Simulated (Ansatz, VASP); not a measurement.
**Se: VASP beside Ansatz**

File INCAR:

```
PREC = Accurate
ENCUT = 520
EDIFF = 1E-7
ISMEAR = 0
SIGMA = 0.05
LREAL = F
LASPH = T
NELM = 80
ALGO = Normal
ISIF = 2
LWAVE = F
LCHARG = F
GGA = PE
IVDW = 12
NBANDS = 16
```

Contents of KPOINTS:

```
Automatic mesh
0
Gamma
  9 9 8
```

File POSCAR:

```
Se
1.0
    4.2945953382      0.0000000000      0.0000000000
   -2.1472976691      3.7192286618      0.0000000000
    0.0000000000      0.0000000000      4.6012294453
Se
3
Direct
    0.2627083307      0.0000000000      0.3333333333
    0.0000000000      0.2627083307      0.6666666667
    0.7372916693      0.7372916693      0.0000000000
```

Input for Ansatz:

```yaml
crystal:
  lattice:
    - [4.2945953382, 0.0, 0.0]
    - [-2.1472976691, 3.7192286618, 0.0]
    - [0.0, 0.0, 4.6012294453]
  atoms:
    - { symbol: Se, position: [0.2627083307, 0.0, 0.3333333333] }
    - { symbol: Se, position: [0.0, 0.2627083307, 0.6666666667] }
    - { symbol: Se, position: [0.7372916693, 0.7372916693, 0.0] }
basis:
  ecutwfc: 420
kpoints:
  mp_grid: { grid: [9, 9, 8] }
hamiltonian:
  xc: pbe
  dispersion: d3bj
scf:
  occupations: { method: gaussian, width: 0.05 }
output:
  forces: true
  stress: true
  eigenvalues: true
```

Alike in both runs: task single point; functional PBE; dispersion D3(BJ); k mesh 9 × 9 × 8; occupations gaussian, width 0.05 eV; no spin polarisation.

|  | VASP | Ansatz |
| --- | --- | --- |
| version | VASP 6.6.1 | Ansatz 0.2.0 |
| potentials or method | VASP PAW PBE potentials, release 64 (Se), cutoff 520 eV | scalar-relativistic, plane waves, PAW |
| valence electrons in the cell | 18 | 48 |

|  | VASP | Ansatz | Ansatz less VASP |
| --- | --- | --- | --- |
| gap on the k mesh at the Fermi level (eV) | none | none | - |
| pressure (GPa) | -0.6 | -0.7 | -0.08 |
| traceless stress, the component that is largest in VASP (GPa) | 3.14 | 3.13 | -0.009 |
| rms of the force components (eV/Å) | 0.248 | 0.257 | +0.0093 |

Atom by atom the forces differ by 0.009 eV/Å (rms over components). A gap of «none» marks a metal or a gap that the smearing closes. VASP's potentials hold 18 valence electrons a cell and Ansatz's 48, so a difference there can come from the potentials and not from the codes.
